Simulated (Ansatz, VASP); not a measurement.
H3C2N in VASP and in Ansatz

```xyz
36
Lattice="8.3117 0.0000 0.0000 0.0000 8.3117 0.0000 0.0000 0.0000 8.3117" Properties=species:S:1:pos:R:3 pbc="T T T"
C     8.5291    4.2735    3.6011
C     7.9374    4.8247    2.3940
C     3.2977    7.9264    5.1555
C     1.8879    7.8858    4.8305
C     1.3570    3.6578    7.2106
C     2.4479    3.3075    6.3178
C     6.8117    6.8429    6.6760
C     6.4077    8.0646    7.3460
C     4.4007    4.8901    0.3256
C     3.7270    5.5742    1.4119
C     4.9982    1.9388    2.5407
C     3.5842    2.0772    2.2457
N     7.4755    5.2482    1.4127
N     0.7534    7.8408    4.5867
N     3.3383    3.0367    5.6205
N     6.0898    9.0520    7.8716
N     3.2115    6.1123    2.3036
N     2.4631    2.2132    1.9687
H     9.1856    3.4314    3.3258
H     9.1243    5.0504    4.0986
H     7.7404    3.9184    4.2807
H     3.8525    7.3613    4.3939
H     3.6426    8.9682    5.1930
H     3.4622    7.4824    6.1463
H     1.4232    4.7202    7.4912
H     0.3862    3.4827    6.7215
H     1.4068    3.0509    8.1300
H     7.2032    6.1343    7.4209
H     5.9534    6.3889    6.1600
H     7.5816    7.0783    5.9256
H     5.4878    4.9228    0.4988
H     4.0781    3.8431    0.2746
H     4.1781    5.3679   -0.6381
H     5.4522    2.9354    2.6287
H     5.1470    1.4087    3.4890
H     5.4934    1.3971    1.7210
```

Alike in both runs: functional PBE; k mesh 1 × 1 × 1; occupations fermi-dirac, width 0.02 eV; no spin polarisation.

Ansatz relaxed the structure, and its values are those at the end. VASP's run is a single point on that final structure, the one shown.

```csv
,VASP,Ansatz
version,VASP 6.6.1,Ansatz 0.2.0
potentials or method,"VASP PAW PBE potentials, release 64 (C_h, N_h, H_h), cutoff 1000 eV","scalar-relativistic, plane waves, PAW"
valence electrons in the cell,96,96
```

VASP gave:

```
rms of the force components (eV/Å) : 0.044
```

**Question.** Which values does Ansatz return?

**Answer.** rms of the force components (eV/Å): 0.049.
